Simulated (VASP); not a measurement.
# Cr (Im-3m) in VASP: electric field gradients with r2SCAN

Aim: the electric field gradients of Cr with r2SCAN.

All numbers are computed with VASP 6.6.1; they aren't measurements. Logs are shortened: lines on timing, memory, paths and dates and some standing lists are left out, and cuts for length are marked.

## Step 1: The cell of the first run

Symmetry: Im-3m, No. 229, cubic system. The conventional cell has a = 2.884 Å, b = 2.884 Å, c = 2.884 Å, α = 90.00°, β = 90.00°, γ = 90.00°. Cr (site symmetry m-3m) has 14 Cr at 2.50 to 2.88 Å within 3.3 Å.

## Step 2: Electric field gradients, r2SCAN, collinear spin, antiferromagnetic start

Contents of POSCAR:

```
Cr
1.0
    2.8839000000      0.0000000000      0.0000000000
    0.0000000000      2.8839000000      0.0000000000
    0.0000000000      0.0000000000      2.8839000000
Cr
2
Direct
    0.0000000000      0.0000000000      0.0000000000
    0.5000000000      0.5000000000      0.5000000000
```

Contents of INCAR.step1:

```
  PREC = Accurate
  ENCUT = 520
  ISMEAR = 0
  SIGMA = 0.05
  LREAL = False
  LASPH = True
  NELM = 150
  ISPIN = 2
  MAGMOM = 2.75 -2.75
  LMAXMIX = 4
  NBANDS = 23
  GGA = PE
  ALGO = Normal
  EDIFF = 1E-4
  LWAVE = True
  LCHARG = False
```

Contents of INCAR.step2:

```
  PREC = Accurate
  ENCUT = 520
  EDIFF = 1E-8
  ISMEAR = 0
  SIGMA = 0.05
  LREAL = False
  LASPH = True
  NELM = 150
  ALGO = Normal
  ISIF = 2
  LWAVE = False
  LCHARG = False
  ISPIN = 2
  MAGMOM = 2.75 -2.75
  LORBIT = 11
  LMAXMIX = 4
  METAGGA = R2SCAN
  LMIXTAU = True
  LEFG = True
  NBANDS = 23
  ISTART = 1
```

Contents of KPOINTS:

```
Automatic mesh
0
Gamma
  16 16 16
```

Potentials or basis: VASP PAW PBE potentials, release 64 (Cr_pv).

The run is started by

```bash
> cat potpaw_PBE.64/Cr_pv/POTCAR > POTCAR
> cp INCAR.step1 INCAR
> mpirun -np 1 vasp_std > vasp.out
> cp INCAR.step2 INCAR
> mpirun -np 1 vasp_std > vasp.out
```

OUTCAR:

```text
PREC = Accurate
   ENCUT = 520
   EDIFF = 1E-8
   ISMEAR = 0
   LREAL = False
   LASPH = True
   NELM = 150
   ISIF = 2
   ISPIN = 2
   LORBIT = 11
   METAGGA = R2SCAN
   ISTART = 1

 ion  position               nearest neighbor table
   1  0.000  0.000  0.000-   2 2.50   2 2.50   2 2.50   2 2.50   2 2.50   2 2.50   2 2.50   2 2.50

   2  0.500  0.500  0.500-   1 2.50   1 2.50   1 2.50   1 2.50   1 2.50   1 2.50   1 2.50   1 2.50

  LATTYP: Found a simple cubic cell.
 ALAT       =     2.8839000000

  Lattice vectors:

 A1 = (   2.8839000000,   0.0000000000,   0.0000000000)
 A2 = (   0.0000000000,   2.8839000000,   0.0000000000)
 A3 = (   0.0000000000,   0.0000000000,   2.8839000000)

Analysis of symmetry for initial positions (statically):
=====================================================================
 Subroutine PRICEL returns following result:

  LATTYP: Found a body centered cubic cell.
 ALAT       =     2.8839000000

  Lattice vectors:

 A1 = (   1.4419500000,   1.4419500000,  -1.4419500000)
 A2 = (  -1.4419500000,   1.4419500000,   1.4419500000)
 A3 = (   1.4419500000,  -1.4419500000,   1.4419500000)

   2 primitive cells build up your supercell.

 Routine SETGRP: Setting up the symmetry group for a
 simple cubic supercell.

 Subroutine GETGRP returns: Found 48 space group operations
 (whereof 48 operations were pure point group operations)
 out of a pool of 48 trial point group operations.

The static configuration has the point symmetry O_h .

Analysis of symmetry for dynamics (positions and initial velocities):
=====================================================================
 Subroutine PRICEL returns following result:

  LATTYP: Found a body centered cubic cell.
 ALAT       =     2.8839000000

  Lattice vectors:

 A1 = (   1.4419500000,   1.4419500000,  -1.4419500000)
 A2 = (  -1.4419500000,   1.4419500000,   1.4419500000)
 A3 = (   1.4419500000,  -1.4419500000,   1.4419500000)

   2 primitive cells build up your supercell.

 Routine SETGRP: Setting up the symmetry group for a
 simple cubic supercell.

 Subroutine GETGRP returns: Found 48 space group operations
 (whereof 48 operations were pure point group operations)
 out of a pool of 48 trial point group operations.

The dynamic configuration has the point symmetry O_h .

Analysis of structural, dynamic, and magnetic symmetry:
=====================================================================
 Subroutine PRICEL returns following result:

  LATTYP: Found a body centered cubic cell.
 ALAT       =     2.8839000000

  Lattice vectors:

 A1 = (   1.4419500000,   1.4419500000,  -1.4419500000)
 A2 = (  -1.4419500000,   1.4419500000,   1.4419500000)
 A3 = (   1.4419500000,  -1.4419500000,   1.4419500000)

   2 primitive cells build up your supercell.

 Routine SETGRP: Setting up the symmetry group for a
 simple cubic supercell.

 Subroutine GETGRP returns: Found 48 space group operations
 (whereof 48 operations were pure point group operations)
 out of a pool of 48 trial point group operations.

The overall configuration has the point symmetry O_h .

 Subroutine INISYM returns: Found 48 space group operations
 (whereof 48 operations are pure point group operations),
 and found     2 'primitive' translations

----------------------------------------------------------------------------------------

                                     Primitive cell

  volume of cell :      11.9925

  direct lattice vectors                    reciprocal lattice vectors
     1.441950000  1.441950000 -1.441950000     0.346752661  0.346752661  0.000000000
    -1.441950000  1.441950000  1.441950000     0.000000000  0.346752661  0.346752661
     1.441950000 -1.441950000  1.441950000     0.346752661  0.000000000  0.346752661

  length of vectors
     2.497530662  2.497530662  2.497530662     0.490382316  0.490382316  0.490382316

  position of ions in fractional coordinates (direct lattice)
     0.000000000  0.000000000  0.000000000

  ion indices of the primitive-cell ions
   primitive index   ion index
                 1           1

----------------------------------------------------------------------------------------

 KPOINTS: Automatic mesh

Automatic generation of k-mesh.
 Grid dimensions read from file:
 generate k-points for:   16   16   16

 Generating k-lattice:

  Cartesian coordinates                     Fractional coordinates (reciprocal lattice)
     0.021672041  0.000000000  0.000000000     0.062500000  0.000000000  0.000000000
     0.000000000  0.021672041  0.000000000     0.000000000  0.062500000  0.000000000
     0.000000000  0.000000000  0.021672041     0.000000000  0.000000000  0.062500000

  Length of vectors
     0.021672041  0.021672041  0.021672041

  Shift w.r.t. Gamma in fractional coordinates (k-lattice)
     0.000000000  0.000000000  0.000000000

 Subroutine IBZKPT returns following result:
 ===========================================

 Found    165 irreducible k-points:

 Following reciprocal coordinates:
            Coordinates               Weight
  0.000000  0.000000  0.000000      1.000000
  0.062500  0.000000  0.000000      6.000000
  0.125000  0.000000  0.000000      6.000000
  0.187500  0.000000  0.000000      6.000000
  0.250000  0.000000  0.000000      6.000000
  0.312500  0.000000  0.000000      6.000000
[... 16 lines left out ...]
  0.437500  0.125000  0.000000     24.000000
  0.500000  0.125000  0.000000     12.000000
 [... further k-points ...]
   k-points           NKPTS =    165   k-points in BZ     NKDIM =    165   number of bands    NBANDS=     23
   number of dos      NEDOS =    301   number of ions     NIONS =      2
   total plane-waves  NPLWV =  13824
   dimension x,y,z NGX =    24 NGY =   24 NGZ =   24
   dimension x,y,z NGXF=    48 NGYF=   48 NGZF=   48
   ions per type =               2
   NGX,Y,Z   is equivalent  to a cutoff of  13.84, 13.84, 13.84 a.u.
   NGXF,Y,Z  is equivalent  to a cutoff of  27.67, 27.67, 27.67 a.u.
 SYSTEM =  unknown system
   PREC   = accura    normal or accurate (medium, high low for compatibility)
   ISTART =      1    job   : 0-new  1-cont  2-samecut
   ICHARG =      0    charge: 1-file 2-atom 10-const
   ISPIN  =      2    spin polarized calculation?
   LNONCOLLINEAR =      F non collinear calculations
   LSORBIT =      F    spin-orbit coupling
   LASPH  =      T    aspherical Exc in radial PAW
   ENCUT  =  520.0 eV  38.22 Ry    6.18 a.u.   5.36  5.36  5.36*2*pi/ulx,y,z
   NELM   =    150;   NELMIN=  2; NELMDL=  0     # of ELM steps
   EDIFF  = 0.1E-07   stopping-criterion for ELM
   LREAL  =      F    real-space projection
   EDIFFG = 0.1E-06   stopping-criterion for IOM
   NSW    =      0    number of steps for IOM
   IBRION =     -1    ionic relax: 0-MD 1-quasi-New 2-CG
   NFREE  =      0    steps in history (QN), initial steepest desc. (CG)
   ISIF   =      2    stress and relaxation
   ISYM   =      2    0-nonsym 1-usesym 2-fastsym
   POTIM  = 0.5000    time-step for ionic-motion
   TEBEG  =    0.0;   TEEND  =   0.0 temperature during run
   PSTRESS=    0.0 pullay stress
   NELECT =      24.0000    total number of electrons
   NUPDOWN=      -1.0000    fix difference up-down
   EMIN   =  10.00;   EMAX   =-10.00  energy-range for DOS
   EFERMI =   0.00;   METHOD = LEGACY
   ISMEAR =     0;   SIGMA  =   0.05  broadening in eV -4-tet -1-fermi 0-gaus
   EFERMI_NEDOS =   21; number of points for ismear=-14 and -15
   IALGO  =     38    algorithm
   IMIX   =      4    mixing-type and parameters
     AMIX     =   0.40;   BMIX     =  1.00
     AMIX_MAG =   1.60;   BMIX_MAG =  1.00
  volume/ion in A,a.u.               =      11.99        80.93
  Fermi-wavevector in a.u.,A,eV,Ry     =   1.637439  3.094310 36.480015  2.681205
  Thomas-Fermi vector in A             =   2.728578
   LORBIT       =     11    0 simple, 1 ext, 2 COOP (PROOUT), +10 PAW based schemes
   METAGGA = R2SCAN    functional components
   LHFCALC =     F    Hartree Fock is set to
   AEXX    =    0.0000 exact exchange contribution
   IVDW    =     0    specifies the selected vdW correction
   LEPSILON=     F    determine dielectric tensor
   LRPA    =     F    only Hartree local field effects (RPA)
 spin polarized calculation
 Gauss-broadening in eV      SIGMA  =   0.05
  energy-cutoff  :      520.00
  volume of cell :       23.99
 maximum number of plane-waves:       672
 NGX is ok and might be reduce to    24
   NGX = 11   NGY = 11   NGZ = 11

 number of electron      23.9999981 magnetization      -0.0000000

 number of electron      23.9999981 magnetization       0.0000000

 Free energy of the ion-electron system (eV)
  ---------------------------------------------------
  ext. energy  EPLUGINS =         0.00000000
  ---------------------------------------------------
  free energy    TOTEN  =       -30.08066307 eV

  energy without entropy =      -30.08040824  energy(sigma->0) =      -30.08053565

 E-fermi :  10.6392     XC(G=0): -14.6274

 val. band max:       10.5965683367   @ k =   0.5000   0.4375   0.1250
 cond. band min:      10.6498074180   @ k =   0.3750   0.0000   0.0000
 fundamental gap:      0.0532390813
 Fermi energy:        10.6392322649

 spin component 1

 k-point     1 :       0.0000    0.0000    0.0000
  band No.  band energies     occupation
      1     -35.2530      1.00000
      2     -35.2530      1.00000
      3     -35.2530      1.00000
      4     -32.2507      1.00000
      5     -32.2507      1.00000
      6     -32.2507      1.00000
[... 613 lines left out ...]
     22      26.1978      0.00000
     23      29.2120      0.00000

 [... further k-points ...]

 spin component 2

 k-point     1 :       0.0000    0.0000    0.0000
  band No.  band energies     occupation
      1     -35.2530      1.00000
      2     -35.2530      1.00000
      3     -35.2530      1.00000
      4     -32.2507      1.00000
      5     -32.2507      1.00000
      6     -32.2507      1.00000
[... 613 lines left out ...]
     22      26.1978      0.00000
     23      29.2120      0.00000

 [... further k-points ...]
[... 5 lines left out ...]
  --------------------------------------------------------------------------------------
  -------------------------------------------------------------------------------------
  Total        1.6444668      1.6444668      1.6444668      0.0000000      0.0000000      0.0000000
  in kB      109.8487425    109.8487425    109.8487425      0.0000000      0.0000000      0.0000000
  external PRESSURE =     109.8487425 kB  Pullay stress =       0.0000000 kB

 VOLUME and BASIS-vectors are now :
 -----------------------------------------------------------------------------
  energy-cutoff  :      520.00
  volume of cell :       23.99
      direct lattice vectors                 reciprocal lattice vectors
     2.883900000  0.000000000  0.000000000     0.346752661  0.000000000  0.000000000
     0.000000000  2.883900000  0.000000000     0.000000000  0.346752661  0.000000000
     0.000000000  0.000000000  2.883900000     0.000000000  0.000000000  0.346752661

 POSITION                                       TOTAL-FORCE (eV/Angst)
 -----------------------------------------------------------------------------------
      0.00000      0.00000      0.00000        -0.000000     -0.000000     -0.000000
      1.44195      1.44195      1.44195         0.000000      0.000000      0.000000
 -----------------------------------------------------------------------------------
    total drift:                                0.000000      0.000000     -0.000000

  FREE ENERGIE OF THE ION-ELECTRON SYSTEM (eV)
  ---------------------------------------------------
  free  energy   TOTEN  =       -30.0806630695 eV

  energy  without entropy=      -30.0804082385  energy(sigma->0) =      -30.08053565

 Electric field gradients (V/A^2)
---------------------------------------------------------------------
 ion       V_xx      V_yy      V_zz      V_xy      V_xz      V_yz
---------------------------------------------------------------------
   1       0.000     0.000     0.000    -0.000     0.000     0.000
   2       0.000     0.000     0.000     0.000     0.000     0.000
---------------------------------------------------------------------

 Electric field gradients after diagonalization (V/A^2)
 (convention: |V_zz| > |V_xx| > |V_yy|)
----------------------------------------------------------------------
 ion       V_xx      V_yy      V_zz     asymmetry (V_yy - V_xx)/ V_zz
----------------------------------------------------------------------
   1       0.000     0.000     0.000      -0.278
   2       0.000     0.000     0.000      -0.341
----------------------------------------------------------------------

           NMR quadrupolar parameters

 Cq : quadrupolar parameter    Cq=e*Q*V_zz/h
 eta: asymmetry parameters     (V_yy - V_xx)/ V_zz
 Q  : nuclear electric quadrupole moment in mb (millibarn)
----------------------------------------------------------------------
 ion       Cq(MHz)       eta       Q (mb)
----------------------------------------------------------------------
   1       0.000      -0.278       1.000
   2       0.000      -0.341       1.000
----------------------------------------------------------------------

 total charge

# of ion       s       p       d       tot
------------------------------------------
    1        0.685   6.401   4.137  11.223
    2        0.685   6.401   4.137  11.223
--------------------------------------------------
tot          1.370  12.803   8.274  22.447

 magnetization (x)

# of ion       s       p       d       tot
------------------------------------------
    1        0.079   0.038   2.223   2.340
    2       -0.079  -0.038  -2.223  -2.340
--------------------------------------------------
tot         -0.000   0.000   0.000  -0.000
```

It took 19 min on 1 thread of Oxide Virtual Turin-like, shared host; peak memory 0.21 GiB.

What came out:

```yaml
Free_energy: -30.0807 eV
Pressure: 11.0 GPa
Band_gap_on_the_k_mesh: zero (filled and empty bands overlap)
Net_moment: 0.00 μB per cell
Site_moments: Cr +2.34, -2.34 μB
Largest_electric_field_gradient_by_atom: under 0.05 V/Å² on every atom
Valence_electrons_inside_the_program's_atomic_spheres: Cr 11.22
```

Levels at points of the mesh, in eV from the Fermi level:
Spin up:
```tsv
k point	band 10	band 11	band 12	band 13	band 14	band 15
(0.00, 0.00, 0.00)	-1.34	-1.34	-1.34	1.30	1.72	1.72
(0.50, 0.00, 0.00)	-1.67	-1.67	-0.70	-0.48	1.09	1.09
(0.50, 0.50, 0.00)	-2.71	0.66	0.67	0.67	1.07	1.40
(0.50, 0.50, 0.50)	-1.53	-1.53	-1.53	0.72	0.72	1.26
```
Spin down:
```tsv
k point	band 8	band 9	band 10	band 11	band 12	band 13	band 14	band 15	band 16	band 17
(0.00, 0.00, 0.00)	-4.36	-4.36	-1.34	-1.34	-1.34	1.30	1.72	1.72	3.25	3.25
(0.50, 0.00, 0.00)	-3.98	-2.61	-1.67	-1.67	-0.70	-0.48	1.09	1.09	1.21	1.87
(0.50, 0.50, 0.00)	-4.50	-2.71	-2.71	0.66	0.67	0.67	1.07	1.40	1.89	3.10
(0.50, 0.50, 0.50)	-3.33	-3.33	-1.53	-1.53	-1.53	0.72	0.72	1.26	3.17	3.17
```

Caveat: the cell stands under pressure; the antiferromagnetic order is the one typed at the start, and another may lie lower; the PAW data sets were made with another functional, which shifts forces and pressure a little.

The gap in the log of VASP goes by the Fermi energy; the results here count the filled bands.